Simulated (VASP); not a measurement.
# Be2ZnO3 (P-62m) in VASP: notebook

Runs on Be2ZnO3. Level: PBE. Tasks: single point, relaxation of cell and atoms.

All numbers are computed with VASP 6.6.1; they aren't measurements. Logs are shortened: lines on timing, memory, paths and dates and some standing lists are left out, and cuts for length are marked.

## Step 1: The cell of the first run

It takes space group P-62m (No. 189, hexagonal). Conventional cell: a = 4.963 Å, b = 4.963 Å, c = 4.574 Å, α = 90.00°, β = 90.00°, γ = 120.00°. Within 2.1 Å of Be (site symmetry -6) lie 3 O at 1.55 Å. Zn (site symmetry -62m) has 3 O at 1.89 Å within 2.5 Å. O (site symmetry m2m) has 2 Be at 1.55 Å and 1 Zn at 1.89 Å within 2.1 Å.

## Step 2: Single point, PBE

The input, INCAR:

```
SYSTEM = Be2ZnO3
ALGO = Normal
EDIFF = 1E-6
ENCUT = 520
GGA = PE
ISIF = 2
ISMEAR = 0
LASPH = .True.
LCHARG = .False.
LREAL = .False.
LWAVE = .False.
NBANDS = 26
NELM = 60
PREC = Accurate
SIGMA = 0.02
```

The input, KPOINTS:

```
k-points
0
Gamma
  6 6 6
  0 0 0
```

The input, POSCAR:

```
Be2ZnO3
1.0
    4.9627652271      0.0000000000      0.0000000000
   -2.4813826135      4.2978807597      0.0000000000
    0.0000000000      0.0000000000      4.5739531020
Be Zn O
2 1 3
Direct
    0.3333333333      0.6666666667      0.5000000000
    0.6666666667      0.3333333333      0.5000000000
    0.0000000000      0.0000000000      0.5000000000
    0.6187846411      0.0000000000      0.5000000000
    0.0000000000      0.6187846411      0.5000000000
    0.3812153589      0.3812153589      0.5000000000
```

Potentials or basis: VASP PAW PBE potentials, release 64 (Be, Zn, O).

The run is started by

```sh
$ cat potpaw_PBE.64/Be/POTCAR potpaw_PBE.64/Zn/POTCAR potpaw_PBE.64/O/POTCAR > POTCAR
$ mpirun -np 1 vasp_std > vasp.out
```

OUTCAR:

```text
SYSTEM = Be2ZnO3
   EDIFF = 1E-6
   ENCUT = 520
   GGA = PE
   ISIF = 2
   ISMEAR = 0
   LASPH = .True.
   LREAL = .False.
   NELM = 60
   PREC = Accurate

 ion  position               nearest neighbor table
   1  0.333  0.667  0.500-   5 1.55   4 1.55   6 1.55
   2  0.667  0.333  0.500-   4 1.55   5 1.55   6 1.55
   3  0.000  0.000  0.500-   5 1.89   4 1.89   6 1.89
   4  0.619  0.000  0.500-   2 1.55   1 1.55   3 1.89
   5  0.000  0.619  0.500-   1 1.55   2 1.55   3 1.89
   6  0.381  0.381  0.500-   1 1.55   2 1.55   3 1.89

  LATTYP: Found a hexagonal cell.
 ALAT       =     4.9627652271
 C/A-ratio  =     0.9216541369

  Lattice vectors:

 A1 = (   4.9627652271,   0.0000000000,   0.0000000000)
 A2 = (  -2.4813826135,   4.2978807597,   0.0000000000)
 A3 = (   0.0000000000,   0.0000000000,   4.5739531020)

Analysis of symmetry for initial positions (statically):
=====================================================================
 Subroutine PRICEL returns:
 Original cell was already a primitive cell.

 Routine SETGRP: Setting up the symmetry group for a
 hexagonal supercell.

 Subroutine GETGRP returns: Found 12 space group operations
 (whereof 12 operations were pure point group operations)
 out of a pool of 24 trial point group operations.

The static configuration has the point symmetry D_3h.

Analysis of symmetry for dynamics (positions and initial velocities):
=====================================================================
 Subroutine PRICEL returns:
 Original cell was already a primitive cell.

 Routine SETGRP: Setting up the symmetry group for a
 hexagonal supercell.

 Subroutine GETGRP returns: Found 12 space group operations
 (whereof 12 operations were pure point group operations)
 out of a pool of 24 trial point group operations.

The dynamic configuration has the point symmetry D_3h.

 Subroutine INISYM returns: Found 12 space group operations
 (whereof 12 operations are pure point group operations),
 and found     1 'primitive' translations

----------------------------------------------------------------------------------------

                                     Primitive cell

  volume of cell :      97.5596

  direct lattice vectors                    reciprocal lattice vectors
     4.962765227  0.000000000  0.000000000     0.201500566  0.116336406  0.000000000
    -2.481382614  4.297880760  0.000000000     0.000000000  0.232672812  0.000000000
     0.000000000  0.000000000  4.573953102     0.000000000  0.000000000  0.218629264

  length of vectors
     4.962765227  4.962765227  4.573953102     0.232672812  0.232672812  0.218629264

  position of ions in fractional coordinates (direct lattice)
     0.333333333  0.666666667  0.500000000
     0.666666667  0.333333333  0.500000000
     0.000000000  0.000000000  0.500000000
     0.618784641  0.000000000  0.500000000
     0.000000000  0.618784641  0.500000000
     0.381215359  0.381215359  0.500000000

  ion indices of the primitive-cell ions
   primitive index   ion index
                 1           1
                 2           2
                 3           3
                 4           4
                 5           5
                 6           6

----------------------------------------------------------------------------------------

 KPOINTS: k-points

Automatic generation of k-mesh.
 Grid dimensions read from file:
 generate k-points for:    6    6    6

 Generating k-lattice:

  Cartesian coordinates                     Fractional coordinates (reciprocal lattice)
     0.033583428  0.019389401  0.000000000     0.166666667  0.000000000  0.000000000
     0.000000000  0.038778802  0.000000000     0.000000000  0.166666667  0.000000000
     0.000000000  0.000000000  0.036438211     0.000000000  0.000000000  0.166666667

  Length of vectors
     0.038778802  0.038778802  0.036438211

  Shift w.r.t. Gamma in fractional coordinates (k-lattice)
     0.000000000  0.000000000  0.000000000

 Subroutine IBZKPT returns following result:
 ===========================================

 Found     28 irreducible k-points:

 Following reciprocal coordinates:
            Coordinates               Weight
  0.000000  0.000000  0.000000      1.000000
  0.166667 -0.000000  0.000000      6.000000
  0.333333  0.000000  0.000000      6.000000
  0.500000  0.000000  0.000000      3.000000
  0.166667  0.166667  0.000000      6.000000
  0.333333  0.166667  0.000000     12.000000
[... 16 lines left out ...]
  0.166667 -0.000000  0.500000      6.000000
  0.333333  0.000000  0.500000      6.000000
 [... further k-points ...]
   k-points           NKPTS =     28   k-points in BZ     NKDIM =     28   number of bands    NBANDS=     26
   number of dos      NEDOS =    301   number of ions     NIONS =      6
   total plane-waves  NPLWV =  57600
   dimension x,y,z NGX =    40 NGY =   40 NGZ =   36
   dimension x,y,z NGXF=    80 NGYF=   80 NGZF=   72
   ions per type =               2   1   3
   NGX,Y,Z   is equivalent  to a cutoff of  13.40, 13.40, 13.08 a.u.
   NGXF,Y,Z  is equivalent  to a cutoff of  26.80, 26.80, 26.17 a.u.
 SYSTEM =  Be2ZnO3
   PREC   = accura    normal or accurate (medium, high low for compatibility)
   ISTART =      0    job   : 0-new  1-cont  2-samecut
   ICHARG =      2    charge: 1-file 2-atom 10-const
   ISPIN  =      1    spin polarized calculation?
   LNONCOLLINEAR =      F non collinear calculations
   LSORBIT =      F    spin-orbit coupling
   LASPH  =      T    aspherical Exc in radial PAW
   ENCUT  =  520.0 eV  38.22 Ry    6.18 a.u.   9.23  9.23  8.50*2*pi/ulx,y,z
   NELM   =     60;   NELMIN=  2; NELMDL= -5     # of ELM steps
   EDIFF  = 0.1E-05   stopping-criterion for ELM
   LREAL  =      F    real-space projection
[... 7 lines left out ...]
   TEBEG  =    0.0;   TEEND  =   0.0 temperature during run
   PSTRESS=    0.0 pullay stress
   NELECT =      34.0000    total number of electrons
   NUPDOWN=      -1.0000    fix difference up-down
   EMIN   =  10.00;   EMAX   =-10.00  energy-range for DOS
   EFERMI =   0.00;   METHOD = LEGACY
   ISMEAR =     0;   SIGMA  =   0.02  broadening in eV -4-tet -1-fermi 0-gaus
   EFERMI_NEDOS =   21; number of points for ismear=-14 and -15
   IALGO  =     38    algorithm
   IMIX   =      4    mixing-type and parameters
     AMIX     =   0.40;   BMIX     =  1.00
     AMIX_MAG =   1.60;   BMIX_MAG =  1.00
  volume/ion in A,a.u.               =      16.26       109.73
  Fermi-wavevector in a.u.,A,eV,Ry     =   1.152067  2.177092 18.058458  1.327259
  Thomas-Fermi vector in A             =   2.288721
   LORBIT       =      0    0 simple, 1 ext, 2 COOP (PROOUT), +10 PAW based schemes
   GGA     = PE    functional components
   LHFCALC =     F    Hartree Fock is set to
   AEXX    =    0.0000 exact exchange contribution
   IVDW    =     0    specifies the selected vdW correction
   LEPSILON=     F    determine dielectric tensor
   LRPA    =     F    only Hartree local field effects (RPA)
 non-spin polarized calculation
 Gauss-broadening in eV      SIGMA  =   0.02
  energy-cutoff  :      520.00
  volume of cell :       97.56
 maximum number of plane-waves:      2642
 NGX is ok and might be reduce to    40
   NGX = 19   NGY = 19   NGZ = 17

 number of electron      34.0000000 magnetization

 Free energy of the ion-electron system (eV)
  ---------------------------------------------------
  ext. energy  EPLUGINS =         0.00000000
  ---------------------------------------------------
  free energy    TOTEN  =       -36.45225592 eV

  energy without entropy =      -36.45225592  energy(sigma->0) =      -36.45225592

 E-fermi :  -1.9701     XC(G=0):  -7.3938

 val. band max:       -2.0852849481   @ k =   0.0000   0.0000   0.0000
 cond. band min:       1.5735750066   @ k =   0.0000   0.0000   0.0000
 fundamental gap:      3.6588599547
 Fermi energy:        -1.9701224580

 k-point     1 :       0.0000    0.0000    0.0000
  band No.  band energies     occupation
      1     -19.0587      2.00000
      2     -18.1541      2.00000
      3     -18.1541      2.00000
      4      -6.3290      2.00000
      5      -6.2751      2.00000
      6      -6.2751      2.00000
[... 18 lines left out ...]
     25       9.8375      0.00000
     26      10.1700      0.00000

 k-point     2 :       0.1667   -0.0000    0.0000
  band No.  band energies     occupation
      1     -18.9964      2.00000
      2     -18.2042      2.00000
      3     -18.1767      2.00000
      4      -6.7663      2.00000
      5      -6.5886      2.00000
      6      -6.2819      2.00000
[... 18 lines left out ...]
     25       9.3578      0.00000
     26      10.6305      0.00000

 k-point     3 :       0.3333    0.0000    0.0000
  band No.  band energies     occupation
      1     -18.8273      2.00000
      2     -18.3534      2.00000
      3     -18.2178      2.00000
      4      -7.1229      2.00000
      5      -6.8821      2.00000
      6      -6.2997      2.00000
[... 18 lines left out ...]
     25       9.3614      0.00000
     26      10.9698      0.00000

 k-point     4 :       0.5000    0.0000    0.0000
  band No.  band energies     occupation
      1     -18.6456      2.00000
      2     -18.5270      2.00000
      3     -18.2369      2.00000
      4      -7.2404      2.00000
      5      -6.9882      2.00000
      6      -6.3048      2.00000
[... 18 lines left out ...]
     25       9.8429      0.00000
     26      10.3178      0.00000

 k-point     5 :       0.1667    0.1667    0.0000
  band No.  band energies     occupation
      1     -18.8806      2.00000
      2     -18.2856      2.00000
      3     -18.2271      2.00000
      4      -7.0238      2.00000
      5      -6.7971      2.00000
      6      -6.3992      2.00000
[... 18 lines left out ...]
     25       9.7627      0.00000
     26      10.7698      0.00000

 k-point     6 :       0.3333    0.1667    0.0000
  band No.  band energies     occupation
      1     -18.6874      2.00000
      2     -18.4435      2.00000
      3     -18.2792      2.00000
      4      -7.1399      2.00000
      5      -6.9712      2.00000
      6      -6.5009      2.00000
[... 427 lines left out ...]
 k-point    21 :       0.3333    0.3333    0.3333
  band No.  band energies     occupation
      1     -18.5265      2.00000
      2     -18.5265      2.00000
      3     -18.3513      2.00000
      4      -6.9999      2.00000
      5      -6.9999      2.00000
      6      -6.7437      2.00000
[... 18 lines left out ...]
     25      10.5511      0.00000
     26      11.4614      0.00000

 k-point    22 :       0.0000    0.0000    0.5000
  band No.  band energies     occupation
      1     -19.0497      2.00000
      2     -18.1508      2.00000
      3     -18.1508      2.00000
      4      -6.3146      2.00000
      5      -6.2679      2.00000
      6      -6.2679      2.00000
[... 18 lines left out ...]
     25      10.7832      0.00000
     26      10.7832      0.00000

 k-point    23 :       0.1667   -0.0000    0.5000
  band No.  band energies     occupation
      1     -18.9877      2.00000
      2     -18.2004      2.00000
      3     -18.1730      2.00000
      4      -6.7569      2.00000
      5      -6.5790      2.00000
      6      -6.2741      2.00000
[... 18 lines left out ...]
     25      10.3466      0.00000
     26      10.5818      0.00000

 k-point    24 :       0.3333    0.0000    0.5000
  band No.  band energies     occupation
      1     -18.8196      2.00000
      2     -18.3487      2.00000
      3     -18.2140      2.00000
      4      -7.1121      2.00000
      5      -6.8726      2.00000
      6      -6.2933      2.00000
[... 18 lines left out ...]
     25      10.6521      0.00000
     26      10.9614      0.00000

 [... further k-points ...]
[... 5 lines left out ...]
  --------------------------------------------------------------------------------------
  -------------------------------------------------------------------------------------
  Total        0.2657868      0.2657868     -0.0633652      0.0000000      0.0000000      0.0000000
  in kB        4.3648986      4.3648986     -1.0406192      0.0000000      0.0000000      0.0000000
  external PRESSURE =       2.5630594 kB  Pullay stress =       0.0000000 kB

 VOLUME and BASIS-vectors are now :
 -----------------------------------------------------------------------------
  energy-cutoff  :      520.00
  volume of cell :       97.56
      direct lattice vectors                 reciprocal lattice vectors
     4.962765227  0.000000000  0.000000000     0.201500566  0.116336406  0.000000000
    -2.481382614  4.297880760  0.000000000     0.000000000  0.232672812  0.000000000
     0.000000000  0.000000000  4.573953102     0.000000000  0.000000000  0.218629264

 POSITION                                       TOTAL-FORCE (eV/Angst)
 -----------------------------------------------------------------------------------
     -0.00000      2.86525      2.28698         0.000000     -0.000000      0.000000
      2.48138      1.43263      2.28698        -0.000000     -0.000000      0.000000
      0.00000      0.00000      2.28698         0.000000     -0.000000      0.000000
      3.07088      0.00000      2.28698        -0.081998     -0.000000     -0.000000
     -1.53544      2.65946      2.28698         0.040999     -0.071012      0.000000
      0.94594      1.63842      2.28698         0.040999      0.071012     -0.000000
 -----------------------------------------------------------------------------------
    total drift:                                0.000013      0.000022     -0.000005

  FREE ENERGIE OF THE ION-ELECTRON SYSTEM (eV)
  ---------------------------------------------------
  free  energy   TOTEN  =       -36.4522559235 eV

  energy  without entropy=      -36.4522559235  energy(sigma->0) =      -36.45225592
```

It took 50 s on 1 thread of AMD EPYC 9R45 (Zen 5), shared host; peak memory 0.22 GiB.

Results:

```yaml
Free_energy: -36.4523 eV
Pressure: 0.3 GPa
Largest_force: 0.082 eV/Å
Band_gap_on_the_k_mesh: 3.66 eV, direct
```

Forces in eV/Å, atoms in the order of the input:
```
Be   0.000  0.000  0.000
Be   0.000  0.000  0.000
Zn   0.000  0.000  0.000
O   -0.082  0.000  0.000
O    0.041 -0.071  0.000
O    0.041  0.071  0.000
```

Stress tensor (GPa, compression positive):
```
 0.44  0.00  0.00
 0.00  0.44  0.00
 0.00  0.00 -0.10
```

A k mesh can miss the band edges.

## Step 3: Relaxation of cell and atoms, PBE

This run uses another cell than the first one, of 14.59 Å³/atom, 0.898 times its volume.

The input, INCAR:

```
SYSTEM = Be2ZnO3
PREC = Accurate ; ENCUT = 600
EDIFF = 1E-6 ; ISMEAR = 0
SIGMA = 0.02 ; LREAL = .FALSE.
LASPH = .TRUE. ; NELM = 100
ALGO = Normal ; ISIF = 3
LWAVE = .FALSE. ; LCHARG = .FALSE.
GGA = PE ; IBRION = 2
NSW = 100 ; EDIFFG = -0.01
```

The input, KPOINTS:

```
Automatic mesh
0
G
  6 6 6
  0 0 0
```

The input, POSCAR:

```
Be2ZnO3
1.0
    4.9626678352      0.0000000000      0.0000000000
   -2.4813339176      4.2977964158      0.0000000000
    0.0000000000      0.0000000000      4.1054030549
Be Zn O
2 1 3
Direct
    0.3333333333      0.6666666667      0.5000000000
    0.6666666667      0.3333333333      0.5000000000
    0.0000000000      0.0000000000      0.5000000000
    0.6188362477      0.0000000000      0.5000000000
    0.0000000000      0.6188362477      0.5000000000
    0.3811637523      0.3811637523      0.5000000000
```

Potentials or basis: VASP PAW PBE potentials, release 64 (Be, Zn, O).

The run is started by

```sh
$ cat potpaw_PBE.64/Be/POTCAR potpaw_PBE.64/Zn/POTCAR potpaw_PBE.64/O/POTCAR > POTCAR
$ mpirun -np 1 vasp_std > vasp.out
```

Wall time 1.7 min (1 thread of AMD EPYC 9R45 (Zen 5), shared host); peak memory 0.24 GiB.

The run converged. Its results:

```yaml
Free_energy: -36.4514 eV
Relaxed_volume: 14.62 Å³/atom
Relaxed_cell: a = 4.965 Å, b = 4.965 Å, c = 4.107 Å, α = 90.00°, β = 90.00°, γ = 120.00°
Space_group_after_relaxing_to_0.05_Å: P-62m (No. 189)
Energy_gained_by_relaxing: 0.1 meV/atom
Ionic_steps: 4
Pressure_after_relaxing: 0.1 GPa
Largest_force_after_relaxing: 0.005 eV/Å
Band_gap_on_the_k_mesh: 3.52 eV, direct
```

Forces in eV/Å, atoms in the order of the input:
```
Be   0.000  0.000  0.000
Be   0.000  0.000  0.000
Zn   0.000  0.000  0.000
O    0.005  0.000  0.000
O   -0.003  0.005  0.000
O   -0.003 -0.005  0.000
```

Step by step:
```tsv
step	energy change (eV)	largest force (eV/Å)	pressure (GPa)	volume (Å³)
1	0.0000	0.0820	0.19	87.56
2	-0.0005	0.0063	-0.12	87.78
3	-0.0005	0.0128	-0.05	87.73
4	-0.0006	0.0054	0.06	87.69
```

Final structure:
```
CELL_PARAMETERS angstrom
4.96518 0.00000 0.00000
-2.48259 4.29997 0.00000
0.00000 0.00000 4.10723
ATOMIC_POSITIONS crystal
Be 0.33333 0.66667 0.50000
Be 0.66667 0.33333 0.50000
Zn 0.00000 0.00000 0.50000
O 0.61803 0.00000 0.50000
O 0.00000 0.61803 0.50000
O 0.38197 0.38197 0.50000
```

Levels at points of the mesh, in eV from the valence-band top:
```tsv
k point	band 13	band 14	band 15	band 16	band 17	band 18	band 19	band 20	band 21
(0.00, 0.00, 0.00)	-2.08	-0.19	-0.19	0.00	0.00	3.52	8.73	9.32	10.14
(0.50, 0.00, 0.00)	-1.13	-1.06	-0.91	-0.37	-0.18	5.43	6.43	9.01	9.45
(0.00, 0.00, 0.50)	-2.06	-0.20	-0.20	-0.18	-0.18	5.87	6.08	7.54	8.92
(0.50, 0.00, 0.50)	-1.49	-1.40	-1.11	-0.43	-0.35	5.88	7.39	7.64	7.81
```
